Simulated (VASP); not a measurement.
# AlAu4 (C2/m) in VASP: notebook

The runs below take AlAu4 through single point, with PBEsol.

Everything below comes from runs of VASP 6.6.1. Logs are shortened: lines on timing, memory, paths and dates and some standing lists are left out, and cuts for length are marked.

### 1 The cell of the first run

It takes space group C2/m (No. 12, monoclinic). The conventional cell has a = 4.661 Å, b = 3.265 Å, c = 10.616 Å, α = 90.00°, β = 95.52°, γ = 90.00°. Al (site symmetry 2/m) has 6 Au at 2.53 to 2.61 Å and 6 Al at 2.85 to 3.26 Å within 3.3 Å. Within 3.3 Å of Au (site symmetry m) lie 3 Al at 2.53 to 2.61 Å and 9 Au at 2.69 to 3.26 Å. Au (site symmetry m) has 12 Au at 2.69 to 3.26 Å within 3.5 Å.

### 2 Single point, PBEsol (strained)

INCAR reads:

```
SYSTEM = AlAu4
PREC     = Accurate       ! precision mode
ENCUT    = 520            ! plane-wave cutoff, eV
EDIFF    = 1E-7           ! SCF threshold, eV
ISMEAR   = 0              ! smearing method
SIGMA    = 0.1            ! smearing width, eV
LREAL    = .False.        ! projectors in reciprocal space
LASPH    = .True.         ! aspherical terms in the spheres
NELM     = 100            ! most SCF steps
ALGO     = Fast           ! electronic algorithm
ISIF     = 2              ! what is computed and relaxed
LWAVE    = .False.        ! write WAVECAR
LCHARG   = .False.        ! write CHGCAR
GGA      = PS             ! functional
NBANDS   = 32             ! bands
```

KPOINTS reads:

```
Automatic mesh
0
Gamma
  12 12 4
  0 0 0
```

POSCAR reads:

```
AlAu4
1.0
    2.3303935865     -1.6323859960     -0.0102322973
    2.3303935865      1.6323859960     -0.0102322973
   -0.9754598798      0.0000000000     10.5715618107
Al Au
1 4
Direct
    0.0000000000      0.0000000000      0.0000000000
    0.5698223051      0.5698223051      0.8240228947
    0.1947285042      0.1947285042      0.6152079804
    0.8052714958      0.8052714958      0.3847920196
    0.4301776949      0.4301776949      0.1759771053
```

Potentials or basis: VASP PAW PBE potentials, release 64 (Al, Au).

On the command line:

```sh
cat potpaw_PBE.64/Al/POTCAR potpaw_PBE.64/Au/POTCAR > POTCAR
mpirun -np 1 vasp_std > vasp.out
```

OUTCAR:

```text
SYSTEM = AlAu4
   PREC = Accurate
   ENCUT = 520
   EDIFF = 1E-7
   ISMEAR = 0
   LREAL = .False.
   LASPH = .True.
   NELM = 100
   ISIF = 2
   GGA = PS

 ion  position               nearest neighbor table
   1  0.000  0.000  0.000-   2 2.53   2 2.53   5 2.53   5 2.53   2 2.61   5 2.61   2 3.39   5 3.39

   2  0.570  0.570  0.824-   1 2.53   1 2.53   1 2.61   3 2.69   3 2.86   3 2.86   1 3.39
   3  0.195  0.195  0.615-   2 2.69   2 2.86   2 2.86   4 2.90   4 3.03   4 3.03
   4  0.805  0.805  0.385-   5 2.69   5 2.86   5 2.86   3 2.90   3 3.03   3 3.03
   5  0.430  0.430  0.176-   1 2.53   1 2.53   1 2.61   4 2.69   4 2.86   4 2.86   1 3.39

  LATTYP: Found a base centered monoclinic cell.
 ALAT       =     4.6608321008
 B/A-ratio  =     0.7004697705
 C/A-ratio  =     2.2778057748
 COS(beta)  =    -0.0962530521

  Lattice vectors:

 A1 = (   2.3303935865,  -1.6323859960,  -0.0102322973)
 A2 = (   2.3303935865,   1.6323859960,  -0.0102322973)
 A3 = (  -0.9754598798,   0.0000000000,  10.5715618107)

Analysis of symmetry for initial positions (statically):
=====================================================================
 Subroutine PRICEL returns:
 Original cell was already a primitive cell.

 Routine SETGRP: Setting up the symmetry group for a
 base centered monoclinic supercell.

 Subroutine GETGRP returns: Found  4 space group operations
 (whereof  4 operations were pure point group operations)
 out of a pool of  4 trial point group operations.

The static configuration has the point symmetry C_2h.

Analysis of symmetry for dynamics (positions and initial velocities):
=====================================================================
 Subroutine PRICEL returns:
 Original cell was already a primitive cell.

 Routine SETGRP: Setting up the symmetry group for a
 base centered monoclinic supercell.

 Subroutine GETGRP returns: Found  4 space group operations
 (whereof  4 operations were pure point group operations)
 out of a pool of  4 trial point group operations.

The dynamic configuration has the point symmetry C_2h.

 Subroutine INISYM returns: Found  4 space group operations
 (whereof  4 operations are pure point group operations),
 and found     1 'primitive' translations

----------------------------------------------------------------------------------------

[... 98 lines left out ...]
   EDIFF  = 0.1E-06   stopping-criterion for ELM
   LREAL  =      F    real-space projection
   EDIFFG = 0.1E-05   stopping-criterion for IOM
   NSW    =      0    number of steps for IOM
   IBRION =     -1    ionic relax: 0-MD 1-quasi-New 2-CG
   NFREE  =      0    steps in history (QN), initial steepest desc. (CG)
   ISIF   =      2    stress and relaxation
   ISYM   =      2    0-nonsym 1-usesym 2-fastsym
   POTIM  = 0.5000    time-step for ionic-motion
   TEBEG  =    0.0;   TEEND  =   0.0 temperature during run
   PSTRESS=    0.0 pullay stress
   NELECT =      47.0000    total number of electrons
   NUPDOWN=      -1.0000    fix difference up-down
   EMIN   =  10.00;   EMAX   =-10.00  energy-range for DOS
   EFERMI =   0.00;   METHOD = LEGACY
   ISMEAR =     0;   SIGMA  =   0.10  broadening in eV -4-tet -1-fermi 0-gaus
   EFERMI_NEDOS =   21; number of points for ismear=-14 and -15
   IALGO  =     68    algorithm
   IMIX   =      4    mixing-type and parameters
     AMIX     =   0.40;   BMIX     =  1.00
     AMIX_MAG =   1.60;   BMIX_MAG =  1.00
  volume/ion in A,a.u.               =      16.08       108.51
  Fermi-wavevector in a.u.,A,eV,Ry     =   1.368860  2.586770 25.494292  1.873778
  Thomas-Fermi vector in A             =   2.494787
   LORBIT       =      0    0 simple, 1 ext, 2 COOP (PROOUT), +10 PAW based schemes
   GGA     = PS    functional components
   LHFCALC =     F    Hartree Fock is set to
   AEXX    =    0.0000 exact exchange contribution
   IVDW    =     0    specifies the selected vdW correction
   LEPSILON=     F    determine dielectric tensor
   LRPA    =     F    only Hartree local field effects (RPA)
 non-spin polarized calculation
 RMM-DIIS sequential band-by-band and
 Gauss-broadening in eV      SIGMA  =   0.10
  energy-cutoff  :      520.00
  volume of cell :       80.40
 maximum number of plane-waves:      2185
 NGX is ok and might be reduce to    24
   NGX = 11   NGY = 11   NGZ = 39

 number of electron      47.0000003 magnetization

 Free energy of the ion-electron system (eV)
  ---------------------------------------------------
  ext. energy  EPLUGINS =         0.00000000
  ---------------------------------------------------
  free energy    TOTEN  =       -20.17477956 eV

  energy without entropy =      -20.16663406  energy(sigma->0) =      -20.17070681

 E-fermi :   9.9619     XC(G=0): -12.6353

 val. band max:        9.9536842410   @ k =   0.0833   0.0833   0.5000
 cond. band min:       9.9623201534   @ k =   0.5000   0.0000   0.0000
 fundamental gap:      0.0086359124
 Fermi energy:         9.9619440881

 k-point     1 :       0.0000    0.0000    0.0000
  band No.  band energies     occupation
      1      -1.4617      2.00000
      2       0.4462      2.00000
      3       1.2502      2.00000
      4       2.4734      2.00000
      5       2.5751      2.00000
      6       3.5052      2.00000
[... 829 lines left out ...]
     31      16.3160      0.00000
     32      18.3372      0.00000

 [... further k-points ...]

------------------------ aborting loop because EDIFF is reached ----------------------------------------

  FORCE on cell =-STRESS in cart. coord.  units (eV):
  Direction    XX          YY          ZZ          XY          YZ          ZX
  --------------------------------------------------------------------------------------
  -------------------------------------------------------------------------------------
  Total        4.5877644      3.7168658      6.4359319      0.0000000      0.0000000      0.5244708
  in kB       91.4252992     74.0699698    128.2557154      0.0000000      0.0000000     10.4516913
  external PRESSURE =      97.9169948 kB  Pullay stress =       0.0000000 kB

 VOLUME and BASIS-vectors are now :
 -----------------------------------------------------------------------------
  energy-cutoff  :      520.00
  volume of cell :       80.40
      direct lattice vectors                 reciprocal lattice vectors
     2.330393587 -1.632385996 -0.010232297     0.214642994 -0.306300104  0.019805553
     2.330393587  1.632385996 -0.010232297     0.214642994  0.306300104  0.019805553
    -0.975459880  0.000000000 10.571561811     0.000415509  0.000000000  0.094631742

 POSITION                                       TOTAL-FORCE (eV/Angst)
 -----------------------------------------------------------------------------------
      0.00000      0.00000      0.00000         0.000000      0.000000      0.000000
      1.85202      0.00000      8.69955         0.486182      0.000000      0.100508
      0.30748      0.00000      6.49972        -0.257277      0.000000     -1.272818
      3.37785      0.00000      4.05137         0.257277      0.000000      1.272818
      1.83331      0.00000      1.85155        -0.486182      0.000000     -0.100508
 -----------------------------------------------------------------------------------
    total drift:                               -0.000000     -0.000000      0.000000

  FREE ENERGIE OF THE ION-ELECTRON SYSTEM (eV)
  ---------------------------------------------------
  free  energy   TOTEN  =       -20.1747795607 eV

  energy  without entropy=      -20.1666340613  energy(sigma->0) =      -20.17070681
```

stdout:

```text
POSCAR found type information on POSCAR AlAu
 POSCAR found :  2 types and       5 ions
 scaLAPACK will be used
 -----------------------------------------------------------------------------
|                                                                             |
|                                                                             |
|     You enforced a specific xc type in the INCAR file but a different       |
|     I HOPE YOU KNOW WHAT YOU ARE DOING!                                     |
|                                                                             |
 -----------------------------------------------------------------------------

 LDA part: xc-table for (Slater+PW92), standard interpolation
 POSCAR, INCAR and KPOINTS ok, starting setup
 FFT: planning ... GRIDC
 FFT: planning ... GRID_SOFT
 FFT: planning ... GRID
 WAVECAR not read
 entering main loop
```

It took 2.8 min on 1 thread of Intel Xeon 6975P-C (Granite Rapids), shared host; peak memory 0.44 GiB.

What came out:

| Property | Result |
| --- | --- |
| Free energy | -20.1748 eV |
| Pressure | 9.8 GPa |
| Largest force | 1.299 eV/Å |

Forces in eV/Å, atoms in the order of the input:
```
Al   0.000  0.000  0.000
Au   0.486  0.000  0.101
Au  -0.257  0.000 -1.273
Au   0.257  0.000  1.273
Au  -0.486  0.000 -0.101
```

Caveat: the cell differs from its parent crystal (strained); the PAW data sets were made with another functional, which shifts forces and pressure a little; spin-orbit coupling is left out, which moves the levels of the heavy elements.

### 3 Single point, PBEsol (strained and its atoms moved)

INCAR reads:

```
PREC = Accurate
ENCUT = 520
EDIFF = 1E-6
ISMEAR = 0
SIGMA = 0.1
LREAL = False
LASPH = True
NELM = 60
ALGO = Fast
ISIF = 2
LWAVE = False
LCHARG = True
GGA = PS
LELF = True
LVHAR = True
NBANDS = 32
```

KPOINTS reads:

```
regular mesh
0
Gamma
  12 12 4
```

POSCAR reads:

```
AlAu4
1.0
    2.3745233995     -1.6524066490     -0.0484943000
    2.3745233995      1.6524066490     -0.0484943000
   -1.1646706663      0.0000000000     10.5926965988
Al Au
1 4
Direct
    0.0000000000      0.0000000000      0.0000000000
    0.6190430187      0.6190430187      0.8236785405
    0.1923068169      0.1923068169      0.6069604063
    0.8076931831      0.8076931831      0.3930395937
    0.3809569813      0.3809569813      0.1763214595
```

Potentials or basis: VASP PAW PBE potentials, release 64 (Al, Au).

On the command line:

```sh
cat potpaw_PBE.64/Al/POTCAR potpaw_PBE.64/Au/POTCAR > POTCAR
mpirun -np 1 vasp_std > vasp.out
```

Wall time 2.5 min (1 thread of Intel Xeon 6975P-C (Granite Rapids), shared host); peak memory 0.45 GiB.

Results (log left out):

```yaml
Free_energy: -20.3982 eV
Pressure: 4.3 GPa
Largest_force: 0.746 eV/Å
```

Forces in eV/Å, atoms in the order of the input:
```
Al   0.000  0.000  0.000
Au  -0.308  0.000 -0.679
Au   0.179  0.000  0.053
Au  -0.179  0.000 -0.053
Au   0.308  0.000  0.679
```

Stress tensor (GPa, compression positive):
```
5.27 0.00 3.76
0.00 1.06 0.00
3.76 0.00 6.48
```

Levels at points of the mesh, in eV from the Fermi level:
| k point | band 22 | band 23 | band 24 | band 25 | band 26 | band 27 |
| --- | --- | --- | --- | --- | --- | --- |
| (0.00, 0.00, 0.00) | -2.57 | -2.49 | -2.45 | -2.18 | 6.26 | 6.40 |
| (0.50, 0.00, 0.00) | -1.75 | -0.83 | -0.05 | 0.02 | 0.56 | 3.15 |
| (0.50, 0.50, 0.00) | -0.83 | 0.70 | 1.19 | 1.78 | 1.82 | 3.43 |
| (0.00, 0.00, 0.50) | -2.75 | -2.50 | -2.18 | -0.56 | 3.82 | 9.26 |
| (0.50, 0.00, 0.50) | -1.32 | -0.58 | -0.31 | 0.24 | 0.31 | 2.31 |
| (0.50, 0.50, 0.50) | -0.72 | 0.24 | 1.58 | 1.65 | 1.87 | 3.71 |

Caveat: the cell differs from its parent crystal (strained and its atoms moved); the PAW data sets were made with another functional, which shifts forces and pressure a little; spin-orbit coupling is left out, which moves the levels of the heavy elements.

(Continued in part 2 of 2.)
